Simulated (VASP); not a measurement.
Wanted: the native input for a VASP 6.6.1 run.

| Property | Result |
| --- | --- |
| Task | single point |
| Functional | PBE |
| Potentials or basis | VASP PAW PBE potentials, release 64 (Fe, Pt) |
| Cutoff | 520 eV |
| k mesh | 16 × 16 × 12 |
| Occupations | gaussian, width 0.1 eV |
| Spin | collinear spin, ferromagnetic start |
| Starting moments | [3.28, 0.42] μB |
| Dipole correction | no |
| Further INCAR settings | ALGO = Normal; EDIFF = 1e-06; NBANDS = 20 |

The structure of FePt lies in POSCAR:

```
FePt
1.0
    2.6162251635      0.0000000000      0.0000000000
    0.0000000000      2.6162251635      0.0000000000
    0.0000000000      0.0000000000      3.6058917788
Fe Pt
1 1
Direct
    0.0000000000      0.0000000000      0.0000000000
    0.5000000000      0.5000000000      0.5000000000
```

One way to write it, as run:

INCAR

```
SYSTEM = FePt
PREC = Accurate ; ENCUT = 520
EDIFF = 1E-6 ; ISMEAR = 0
SIGMA = 0.1 ; LREAL = .FALSE.
LASPH = .TRUE. ; NELM = 150
ALGO = Normal ; ISIF = 2
LWAVE = .FALSE. ; LCHARG = .FALSE.
ISPIN = 2 ; MAGMOM = 3.28 0.42
LORBIT = 11 ; LMAXMIX = 4
GGA = PE ; NBANDS = 20
```

KPOINTS

```
Automatic mesh
0
G
  16 16 12
  0 0 0
```

Potentials or basis: VASP PAW PBE potentials, release 64 (Fe, Pt).

Command:

```bash
$ cat potpaw_PBE.64/Fe/POTCAR potpaw_PBE.64/Pt/POTCAR > POTCAR
$ mpirun -np 1 vasp_std > vasp.out
```

Results of the run:

```yaml
Pressure: 34.8 GPa
Net_moment: 3.06 μB per cell
Site_moments: Fe +2.70; Pt +0.32 μB
Valence_electrons_inside_the_program's_atomic_spheres: Fe 7.25; Pt 9.73
```

Caveat: the cell stands under pressure.

Wall time 110 s on 1 thread of Intel(R) Xeon(R) 6975P-C (Granite Rapids), with other jobs on the host, peak memory 0.34 GiB.
